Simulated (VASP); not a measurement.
Runs of VASP 6.6.1 on AgCl. The structure is that of space group Fm-3m (No. 225), or close to it. The cells are those of the table. 

| cell | gap on the mesh (eV) | pressure (GPa) |
| --- | --- | --- |
| a = 3.893, b = 3.893, c = 3.922 Å, angles 59.8, 59.8, 60.5°, 2 atoms | 0.68 | -2.1 |
| a = 4.039 Å, angles 60.0°, 2 atoms | 0.77 | (b) |
| a = 4.010, b = 4.010, c = 3.981 Å, angles 60.2, 60.2, 59.5°, 2 atoms | 0.71 | -4.8 |
| a = 3.834, b = 3.834, c = 3.863 Å, angles 59.7, 59.7, 60.5°, 2 atoms | 0.67 | 0.3 |
| a = 3.863, b = 3.863, c = 3.922 Å, angles 59.5, 59.5, 61.0°, 2 atoms | 0.64 | -1.3 |
| a = 3.863, b = 3.863, c = 3.804 Å, angles 60.5, 60.5, 59.0°, 2 atoms | (a) | 0.4 |
| a = 3.804 Å, angles 60.0°, 2 atoms | 0.73 | 2.2 |
| a = 3.981, b = 3.981, c = 4.039 Å, angles 59.5, 59.5, 61.0°, 2 atoms | 0.68 | -4.8 |

Alike in all rows: task single point; level PBEsol; potentials or basis VASP PAW PBE potentials, release 64 (Ag, Cl); no spin polarisation; k mesh 8 × 8 × 8; cutoff (eV) 520; smearing gaussian 0.05 eV.

Problem. Fill in the values left out.

Solution. (a) 0.62; (b) -5.6.

Caveats: the PAW data sets were made with another functional, which shifts forces and pressure a little.

A k mesh can miss the band edges, and the runs leave out spin-orbit coupling on Ag.
